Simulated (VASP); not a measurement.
A run of VASP 6.6.1 is set up as follows.

Contents of POSCAR:

```
CdSe
1.0
    0.0000000000      3.0971537691      3.0971537691
    3.0971537691      0.0000000000      3.0971537691
    3.0971537691      3.0971537691      0.0000000000
Cd Se
1 1
Direct
    0.0000000000      0.0000000000      0.0000000000
    0.7500000000      0.7500000000      0.7500000000
```

The input INCAR.step1:

```
SYSTEM = CdSe
ALGO     = Normal         ! electronic algorithm
EDIFF    = 1E-4           ! SCF threshold, eV
ENCUT    = 520            ! plane-wave cutoff, eV
GGA      = PE             ! functional
ISMEAR   = 0              ! smearing method
LASPH    = .TRUE.         ! aspherical terms in the spheres
LCHARG   = .FALSE.        ! write CHGCAR
LREAL    = .FALSE.        ! projectors in reciprocal space
LWAVE    = .TRUE.         ! write WAVECAR
NBANDS   = 16             ! bands
NELM     = 60             ! most SCF steps
PREC     = Accurate       ! precision mode
SIGMA    = 0.02           ! smearing width, eV
```

The input INCAR.step2:

```
SYSTEM = CdSe
ALGO     = Normal         ! electronic algorithm
EDIFF    = 1E-7           ! SCF threshold, eV
ENCUT    = 520            ! plane-wave cutoff, eV
ISIF     = 2              ! what is computed and relaxed
ISMEAR   = 0              ! smearing method
ISTART   = 1            
LASPH    = .TRUE.         ! aspherical terms in the spheres
LCHARG   = .FALSE.        ! write CHGCAR
LMIXTAU  = .TRUE.       
LREAL    = .FALSE.        ! projectors in reciprocal space
LWAVE    = .FALSE.        ! write WAVECAR
METAGGA  = R2SCAN         ! meta-GGA
NBANDS   = 16             ! bands
NELM     = 60             ! most SCF steps
PREC     = Accurate       ! precision mode
SIGMA    = 0.02           ! smearing width, eV
```

Contents of KPOINTS:

```
k-points
0
G
  8 8 8
  0 0 0
```

Potentials or basis: VASP PAW PBE potentials, release 64 (Cd, Se).

Run with:

```bash
$ cat potpaw_PBE.64/Cd/POTCAR potpaw_PBE.64/Se/POTCAR > POTCAR
$ cp INCAR.step1 INCAR
$ mpirun -np 1 vasp_std > vasp.out
$ cp INCAR.step2 INCAR
$ mpirun -np 1 vasp_std > vasp.out
```

Question: Estimate the pressure.

Answer: -1.2 GPa.

Question: What does it give for the band gap on the k mesh?

Answer: 0.96 eV, direct.

Caveat: the PAW data sets were made with another functional, which shifts forces and pressure a little.
